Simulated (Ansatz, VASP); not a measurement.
## Pd in VASP and in Ansatz

```
Pd
1.0
     3.14995    0.00000    0.00000
     0.00000    3.14995    0.00000
     0.00000    0.00000    3.14995
Pd
2
Direct
  0.00000 0.00000 0.00000
  0.50000 0.50000 0.50000
```

Alike in both runs: task single point; functional r2SCAN; k mesh 11 × 11 × 11; occupations fermi-dirac, width 0.05 eV; collinear spin.

|  | VASP | Ansatz |
| --- | --- | --- |
| version | VASP 6.6.1 | Ansatz 0.2.0 |
| potentials or method | VASP PAW PBE potentials, release 64 (Pd), cutoff 520 eV | plane waves (500 eV) with PAW, scalar-relativistic |
| valence electrons in the cell | 20 | 36 |

Ansatz gave:

| Quantity | Value |
| --- | --- |
| pressure (GPa) | -6.3 |
| net moment per atom (μB) | 0.00 |

Q: Which values does VASP return?

A: Pressure (GPa): -5.8; net moment per atom (μB): 0.00.

VASP's potentials were made for PBE, not for r2SCAN. VASP's potentials hold 20 valence electrons a cell and Ansatz's 36, so a difference there can come from the potentials and not from the codes. Ansatz's warnings: seeded moment not kept, stability check not made.
